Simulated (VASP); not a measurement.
# Al2BN (R-3m) in VASP: notebook, part 2 of 2

VASP 6.6.1.

### Step 3. Single point, PBE, collinear spin, ferromagnetic start

This run uses another cell than the first one, of 13.47 Å³/atom.

Input file INCAR:

```
ALGO = Normal
EDIFF = 1E-6
ENCUT = 520
GGA = PE
ISIF = 2
ISMEAR = 0
ISPIN = 2
LASPH = True
LCHARG = False
LORBIT = 11
LREAL = False
LWAVE = False
MAGMOM = 0 0 0 1
NBANDS = 19
NELM = 150
PREC = Accurate
SIGMA = 0.1
```

Input file KPOINTS:

```
k-points
0
Gamma
  6 6 6
```

Input file POSCAR:

```
Al2BN
1.0
    2.5436750000      1.4685914400      2.4031819200
   -2.5436750000      1.4685914400      2.4031819200
    0.0000000000     -2.9371828900      2.4031819200
Al B N
2 1 1
Direct
    0.3097655200      0.3097655200      0.3097655200
    0.6902344800      0.6902344800      0.6902344800
    0.0000000000      0.0000000000      0.0000000000
    0.5000000000      0.5000000000      0.5000000000
```

Potentials or basis: VASP PAW PBE potentials, release 64 (Al, B, N).

The run is started by

```bash
> cat potpaw_PBE.64/Al/POTCAR potpaw_PBE.64/B/POTCAR potpaw_PBE.64/N/POTCAR > POTCAR
> mpirun -np 1 vasp_std > vasp.out
```

OUTCAR:

```text
EDIFF = 1E-6
   ENCUT = 520
   GGA = PE
   ISIF = 2
   ISMEAR = 0
   ISPIN = 2
   LASPH = True
   LORBIT = 11
   LREAL = False
   NELM = 150
   PREC = Accurate

 ion  position               nearest neighbor table
   1  0.310  0.310  0.310-   4 1.37   3 2.23   2 2.74   2 2.96   2 2.96   2 2.96
   2  0.690  0.690  0.690-   4 1.37   3 2.23   1 2.74   1 2.96   1 2.96   1 2.96
   3  0.000  0.000  0.000-   1 2.23   2 2.23
   4  0.500  0.500  0.500-   1 1.37   2 1.37

  LATTYP: Found a trigonal (rhomboedric) cell.
 ALAT       =     3.7950397447
 COS(alpha) =     0.1014948270

  Lattice vectors:

 A1 = (   2.5436750000,   1.4685914400,   2.4031819200)
 A2 = (  -2.5436750000,   1.4685914400,   2.4031819200)
 A3 = (   0.0000000000,  -2.9371828900,   2.4031819200)

Analysis of symmetry for initial positions (statically):
=====================================================================
 Subroutine PRICEL returns:
 Original cell was already a primitive cell.

 Routine SETGRP: Setting up the symmetry group for a
 trigonal (rhombohedral) supercell.

 Subroutine GETGRP returns: Found 12 space group operations
 (whereof 12 operations were pure point group operations)
 out of a pool of 12 trial point group operations.

The static configuration has the point symmetry D_3d.

Analysis of symmetry for dynamics (positions and initial velocities):
=====================================================================
 Subroutine PRICEL returns:
 Original cell was already a primitive cell.

 Routine SETGRP: Setting up the symmetry group for a
 trigonal (rhombohedral) supercell.

 Subroutine GETGRP returns: Found 12 space group operations
 (whereof 12 operations were pure point group operations)
 out of a pool of 12 trial point group operations.

The dynamic configuration has the point symmetry D_3d.

Analysis of structural, dynamic, and magnetic symmetry:
=====================================================================
 Subroutine PRICEL returns:
 Original cell was already a primitive cell.

 Routine SETGRP: Setting up the symmetry group for a
 trigonal (rhombohedral) supercell.

 Subroutine GETGRP returns: Found 12 space group operations
 (whereof 12 operations were pure point group operations)
 out of a pool of 12 trial point group operations.

The overall configuration has the point symmetry D_3d.

 Subroutine INISYM returns: Found 12 space group operations
 (whereof 12 operations are pure point group operations),
 and found     1 'primitive' translations

----------------------------------------------------------------------------------------

                                     Primitive cell

  volume of cell :      53.8642

  direct lattice vectors                    reciprocal lattice vectors
     2.543675000  1.468591440  2.403181920     0.196565992  0.113487429  0.138704994
    -2.543675000  1.468591440  2.403181920    -0.196565992  0.113487429  0.138704994
     0.000000000 -2.937182890  2.403181920     0.000000000 -0.226974857  0.138704993

  length of vectors
     3.795039745  3.795039745  3.795039745     0.266001243  0.266001243  0.266001243
[... 82 lines left out ...]
   LASPH  =      T    aspherical Exc in radial PAW
   ENCUT  =  520.0 eV  38.22 Ry    6.18 a.u.   7.06  7.06  7.06*2*pi/ulx,y,z
   NELM   =    150;   NELMIN=  2; NELMDL= -5     # of ELM steps
   EDIFF  = 0.1E-05   stopping-criterion for ELM
   LREAL  =      F    real-space projection
   EDIFFG = 0.1E-04   stopping-criterion for IOM
   NSW    =      0    number of steps for IOM
   IBRION =     -1    ionic relax: 0-MD 1-quasi-New 2-CG
   NFREE  =      0    steps in history (QN), initial steepest desc. (CG)
   ISIF   =      2    stress and relaxation
   ISYM   =      2    0-nonsym 1-usesym 2-fastsym
   POTIM  = 0.5000    time-step for ionic-motion
   TEBEG  =    0.0;   TEEND  =   0.0 temperature during run
   PSTRESS=    0.0 pullay stress
   NELECT =      14.0000    total number of electrons
   NUPDOWN=      -1.0000    fix difference up-down
   EMIN   =  10.00;   EMAX   =-10.00  energy-range for DOS
   EFERMI =   0.00;   METHOD = LEGACY
   ISMEAR =     0;   SIGMA  =   0.10  broadening in eV -4-tet -1-fermi 0-gaus
   EFERMI_NEDOS =   21; number of points for ismear=-14 and -15
   IALGO  =     38    algorithm
   IMIX   =      4    mixing-type and parameters
     AMIX     =   0.40;   BMIX     =  1.00
     AMIX_MAG =   1.60;   BMIX_MAG =  1.00
  volume/ion in A,a.u.               =      13.47        90.87
  Fermi-wavevector in a.u.,A,eV,Ry     =   1.044762  1.974314 14.851133  1.091527
  Thomas-Fermi vector in A             =   2.179529
   LORBIT       =     11    0 simple, 1 ext, 2 COOP (PROOUT), +10 PAW based schemes
   GGA     = PE    functional components
   LHFCALC =     F    Hartree Fock is set to
   AEXX    =    0.0000 exact exchange contribution
   IVDW    =     0    specifies the selected vdW correction
   LEPSILON=     F    determine dielectric tensor
   LRPA    =     F    only Hartree local field effects (RPA)
 spin polarized calculation
 Gauss-broadening in eV      SIGMA  =   0.10
  energy-cutoff  :      520.00
  volume of cell :       53.86
 maximum number of plane-waves:      1473
   NGX = 15   NGY = 15   NGZ = 15

 number of electron      13.9999999 magnetization      -0.0001045

 number of electron      13.9999999 magnetization       0.0001379

 Free energy of the ion-electron system (eV)
  ---------------------------------------------------
  ext. energy  EPLUGINS =         0.00000000
  ---------------------------------------------------
  free energy    TOTEN  =       -11.77917727 eV

  energy without entropy =      -11.76873598  energy(sigma->0) =      -11.77395663

 E-fermi :   5.6473     XC(G=0):  -9.9533

 val. band max:        5.6405761728   @ k =  -0.3333   0.1667   0.1667
 cond. band min:       5.7086734446   @ k =   0.5000   0.3333   0.1667
 fundamental gap:      0.0680972719
 Fermi energy:         5.6472599459

 spin component 1

 k-point     1 :       0.0000    0.0000    0.0000
  band No.  band energies     occupation
      1     -10.1910      1.00000
      2      -2.2340      1.00000
      3       0.4338      1.00000
      4       1.5703      1.00000
      5       1.5703      1.00000
      6       4.7050      1.00000
[... 517 lines left out ...]
     18      19.4964      0.00000
     19      20.6796      0.00000

 [... further k-points ...]

 spin component 2

 k-point     1 :       0.0000    0.0000    0.0000
  band No.  band energies     occupation
      1     -10.1910      1.00000
      2      -2.2341      1.00000
      3       0.4339      1.00000
      4       1.5704      1.00000
      5       1.5704      1.00000
      6       4.7050      1.00000
[... 517 lines left out ...]
     18      19.4964      0.00000
     19      20.6797      0.00000

 [... further k-points ...]

------------------------ aborting loop because EDIFF is reached ----------------------------------------

  FORCE on cell =-STRESS in cart. coord.  units (eV):
  Direction    XX          YY          ZZ          XY          YZ          ZX
  --------------------------------------------------------------------------------------
  -------------------------------------------------------------------------------------
  Total        0.5333538      0.5333538     64.7611311      0.0000000     -0.0000001     -0.0000000
  in kB       15.8644652     15.8644651   1926.3025254      0.0000000     -0.0000027     -0.0000000
  external PRESSURE =     652.6771519 kB  Pullay stress =       0.0000000 kB

 VOLUME and BASIS-vectors are now :
 -----------------------------------------------------------------------------
  energy-cutoff  :      520.00
  volume of cell :       53.86
      direct lattice vectors                 reciprocal lattice vectors
     2.543675000  1.468591440  2.403181920     0.196565992  0.113487429  0.138704994
    -2.543675000  1.468591440  2.403181920    -0.196565992  0.113487429  0.138704994
     0.000000000 -2.937182890  2.403181920     0.000000000 -0.226974857  0.138704993

 POSITION                                       TOTAL-FORCE (eV/Angst)
 -----------------------------------------------------------------------------------
      0.00000     -0.00000      2.23327         0.000000      0.000000    -27.400462
      0.00000     -0.00000      4.97628         0.000000     -0.000000     27.400462
      0.00000      0.00000      0.00000         0.000000     -0.000000     -0.000000
      0.00000     -0.00000      3.60477         0.000000      0.000000      0.000000
 -----------------------------------------------------------------------------------
    total drift:                               -0.000000     -0.000000     -0.000000

  FREE ENERGIE OF THE ION-ELECTRON SYSTEM (eV)
  ---------------------------------------------------
  free  energy   TOTEN  =       -11.7791772749 eV

  energy  without entropy=      -11.7687359758  energy(sigma->0) =      -11.77395663

 total charge

# of ion       s       p       d       tot
------------------------------------------
    1        0.523   0.601   0.000   1.124
    2        0.523   0.601   0.000   1.124
    3        0.749   0.827   0.000   1.576
    4        1.380   2.875   0.000   4.255
--------------------------------------------------
tot          3.176   4.904   0.000   8.080

 magnetization (x)

# of ion       s       p       d       tot
------------------------------------------
    1        0.000   0.000   0.000   0.000
    2        0.000   0.000   0.000   0.000
    3        0.000   0.000   0.000   0.000
    4       -0.000  -0.000   0.000  -0.000
--------------------------------------------------
tot          0.000   0.000   0.000   0.000
```

stdout:

```text
POSCAR found type information on POSCAR AlB N
 POSCAR found :  3 types and       4 ions
 scaLAPACK will be used
 LDA part: xc-table for (Slater+PW92), standard interpolation
 POSCAR, INCAR and KPOINTS ok, starting setup
 FFT: planning ... GRIDC
 FFT: planning ... GRID_SOFT
 FFT: planning ... GRID
 WAVECAR not read
 entering main loop
```

Run time: 71 s. Hardware: 1 thread of Intel Xeon 8259CL, shared host; peak memory 0.2 GiB.

Results:

```yaml
Free_energy: -11.7792 eV
Pressure: 65.3 GPa
Largest_force: 27.400 eV/Å
Band_gap_on_the_k_mesh: zero (filled and empty bands overlap)
Net_moment: 0.00 μB per cell
Valence_electrons_inside_the_program's_atomic_spheres: Al 1.12; B 1.58; N 4.25
```

Forces in eV/Å, atoms in the order of the input:
```
Al    0.000   0.000 -27.400
Al    0.000   0.000  27.400
B     0.000   0.000   0.000
N     0.000   0.000   0.000
```

Levels at points of the mesh, in eV from the Fermi level:
Spin up:
```
           k point  band 3  band 4  band 5  band 6  band 7  band 8  band 9  band 10  band 11  band 12
(0.00, 0.00, 0.00)   -5.21   -4.08   -4.08   -0.94    0.82    0.82    1.71     1.71     2.81     8.45
(0.50, 0.00, 0.00)   -4.86   -4.17   -3.65   -3.02   -0.01    0.48    2.94     3.79     4.19     5.90
(0.50, 0.50, 0.00)   -6.35   -6.01   -4.15   -1.68    0.06    0.17    1.29     4.59     5.54     6.71
(0.50, 0.50, 0.50)   -5.07   -5.07   -5.03   -3.97   -2.01   -2.01    1.33     5.08     5.08     8.41
```
Spin down:
| k point | band 4 | band 5 | band 6 | band 7 | band 8 | band 9 | band 10 | band 11 |
| --- | --- | --- | --- | --- | --- | --- | --- | --- |
| (0.00, 0.00, 0.00) | -4.08 | -4.08 | -0.94 | 0.82 | 0.82 | 1.71 | 1.71 | 2.81 |
| (0.50, 0.00, 0.00) | -4.17 | -3.65 | -3.02 | -0.01 | 0.48 | 2.94 | 3.79 | 4.19 |
| (0.50, 0.50, 0.00) | -6.01 | -4.15 | -1.68 | 0.06 | 0.17 | 1.29 | 4.59 | 5.54 |
| (0.50, 0.50, 0.50) | -5.06 | -5.03 | -3.97 | -2.01 | -2.01 | 1.33 | 5.08 | 5.08 |

Caveat: the cell stands under pressure; forces of over 1 eV/Å act on the atoms, so gaps and moduli don't describe the material at rest.
